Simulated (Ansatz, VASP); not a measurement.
## Sc: VASP beside Ansatz

INCAR

```
SYSTEM = Sc
PREC = Accurate
ENCUT = 520
EDIFF = 1E-7
ISMEAR = -1
SIGMA = 0.03
LREAL = .FALSE.
LASPH = .TRUE.
NELM = 80
ALGO = Normal
ISIF = 2
LWAVE = .FALSE.
LCHARG = .FALSE.
GGA = PE
NBANDS = 18
```

Contents of KPOINTS:

```
Automatic mesh
0
G
  13 13 7
  0 0 0
```

The input POSCAR:

```
Sc
1.0
    3.2527057408      0.0000000000      0.0000000000
   -1.6263528704      2.8169258025      0.0000000000
    0.0000000000      0.0000000000      5.1786946119
Sc
2
Direct
    0.3333333333      0.6666666667      0.2500000000
    0.6666666667      0.3333333333      0.7500000000
```

Input for Ansatz:

```yaml
crystal:
  lattice:
    - [3.2527057408, 0.0, 0.0]
    - [-1.6263528704, 2.8169258025, 0.0]
    - [0.0, 0.0, 5.1786946119]
  atoms:
    - { symbol: Sc, position: [0.3333333333, 0.6666666667, 0.25] }
    - { symbol: Sc, position: [0.6666666667, 0.3333333333, 0.75] }
kpoints:
  mp_grid: { grid: [13, 13, 7] }
scf:
  occupations: { method: fermi_dirac, width: 0.03 }
hamiltonian:
  xc: pbe
  pseudopotentials: { kind: all_electron, lapw: { basis_error: 0.0005 } }
output:
  forces: true
  stress: true
  eigenvalues: true
```

Change from the starting cell: volume scaled by 0.95.

Alike in both runs: task single point; functional PBE; k mesh 13 × 13 × 7; occupations fermi-dirac, width 0.03 eV; no spin polarisation.

|  | VASP | Ansatz |
| --- | --- | --- |
| version | VASP 6.6.1 | Ansatz 0.2.0 |
| potentials or method | VASP PAW PBE potentials, release 64 (Sc_sv), cutoff 520 eV | all-electron LAPW, scalar-relativistic |

```tsv
	VASP	Ansatz	Ansatz less VASP
pressure (GPa)	2.3	2.3	-0.03
traceless stress, the component that is largest in VASP (GPa)	-1.30	-1.30	-0.006
```

Ansatz ran all-electron here, and VASP with PAW potentials.
